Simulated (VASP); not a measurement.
Write the native input for VASP 6.6.1 that does the following.

| Property | Result |
| --- | --- |
| Task | single point |
| Functional | PBE |
| Potentials or basis | VASP PAW PBE potentials, release 64 (Nb_sv, Sc_sv) |
| Cutoff | 520 eV |
| k mesh | 10 × 10 × 5 |
| Occupations | fermi-dirac, width 0.05 eV |
| Spin | no spin polarisation |
| Dipole correction | no |
| Further INCAR settings | ALGO = Normal; EDIFF = 1e-06; NBANDS = 19 |

The structure of ScNb lies in POSCAR:

```
ScNb
1.0
    3.0656443612      0.0000000000      0.0000000000
   -1.5328221806      2.6549258957      0.0000000000
    0.0000000000      0.0000000000      5.0721940000
Nb Sc
1 1
Direct
    0.3333333333      0.6666666667      0.5000000000
    0.0000000000      0.0000000000      0.0000000000
```

The input as run:

INCAR

```
ALGO = Normal
EDIFF = 1E-6
ENCUT = 520
GGA = PE
ISIF = 2
ISMEAR = -1
LASPH = T
LCHARG = F
LREAL = F
LWAVE = F
NBANDS = 19
NELM = 100
PREC = Accurate
SIGMA = 0.05
```

KPOINTS

```
k-points
0
Gamma
  10 10 5
```

Potentials or basis: VASP PAW PBE potentials, release 64 (Nb_sv, Sc_sv).

Launch:

```bash
$ cat potpaw_PBE.64/Nb_sv/POTCAR potpaw_PBE.64/Sc_sv/POTCAR > POTCAR
$ mpirun -np 1 vasp_std > vasp.out
```

It gave:

```
Pressure               : -0.2 GPa
Band gap on the k mesh : zero (bands 12 and 13 overlap by 0.89 eV)
```

Wall time 53 s on 1 thread of Intel Xeon 8259CL, on a shared host, peak memory 0.15 GiB.
